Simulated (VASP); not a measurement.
Set up this calculation in VASP 6.6.1, as the native input.

| Quantity | Value |
| --- | --- |
| Task | single point |
| Functional | r2SCAN |
| Dispersion | D4 |
| Potentials or basis | VASP PAW PBE potentials, release 64 (Ba_sv, Ti_sv, O_h) |
| Cutoff | 1480 eV |
| k mesh | 3 × 3 × 3 |
| Occupations | gaussian, width 0.01 eV |
| Spin | no spin polarisation |
| Dipole correction | no |
| Further INCAR settings | ALGO = Normal; EDIFF = 1e-06; NBANDS = 28 |

Crystal: BaTiO3.

```
Ba Ti O
1.0
     3.98791    0.00000    0.00000
     0.00000    3.98791    0.00000
     0.00000    0.00000    3.98791
Ba Ti O
1 1 3
Direct
  0.50000 0.50000 0.50000
  0.00000 0.00000 0.00000
  0.50000 0.00000 0.00000
  0.00000 0.50000 0.00000
  0.00000 0.00000 0.50000
```

One way to write it, as run:

POSCAR

```
BaTiO3
1.0
    3.9879104515      0.0000000000      0.0000000000
    0.0000000000      3.9879104515      0.0000000000
    0.0000000000      0.0000000000      3.9879104515
Ba Ti O
1 1 3
Direct
    0.5000000000      0.5000000000      0.5000000000
    0.0000000000      0.0000000000      0.0000000000
    0.5000000000      0.0000000000      0.0000000000
    0.0000000000      0.5000000000      0.0000000000
    0.0000000000      0.0000000000      0.5000000000
```

INCAR.step1

```
ALGO = Normal
EDIFF = 1E-5
ENCUT = 1480
GGA = PE
GGA_COMPAT = False
ISMEAR = 0
LASPH = True
LCHARG = False
LREAL = False
LWAVE = True
NBANDS = 28
NELM = 120
PREC = Accurate
SIGMA = 0.01
```

INCAR.step2

```
ALGO = Normal
EDIFF = 1E-6
ENCUT = 1480
GGA_COMPAT = False
ISIF = 2
ISMEAR = 0
ISTART = 1
IVDW = 13
LASPH = True
LCHARG = False
LMIXTAU = True
LREAL = False
LWAVE = False
METAGGA = R2SCAN
NBANDS = 28
NELM = 120
PREC = Accurate
SIGMA = 0.01
VDW_A1 = 0.51559235
VDW_A2 = 5.77342911
VDW_S6 = 1.0
VDW_S8 = 0.6018749
```

KPOINTS

```
k-points
0
Gamma
  3 3 3
```

Potentials or basis: VASP PAW PBE potentials, release 64 (Ba_sv, Ti_sv, O_h).

Command:

```sh
$ cat potpaw_PBE.64/Ba_sv/POTCAR potpaw_PBE.64/Ti_sv/POTCAR potpaw_PBE.64/O_h/POTCAR > POTCAR
$ cp INCAR.step1 INCAR
$ mpirun -np 1 vasp_std > vasp.out
$ cp INCAR.step2 INCAR
$ mpirun -np 1 vasp_std > vasp.out
```

Results of the run:

- Pressure: 2.0 GPa
- Band gap on the k mesh: 2.23 eV
- Dispersion energy per atom: -0.081 eV

Caveat: the k points lie up to 0.53 Å⁻¹ apart; the PAW data sets were made with another functional, which shifts forces and pressure a little; spin-orbit coupling is left out, which moves the levels of the heavy elements; an odd mesh through Γ misses points on the zone boundary, where band edges can lie.

Run time: 88 s on 1 thread of Intel(R) Xeon(R) 6975P-C (Granite Rapids), with other jobs on the host, peak memory 0.42 GiB.
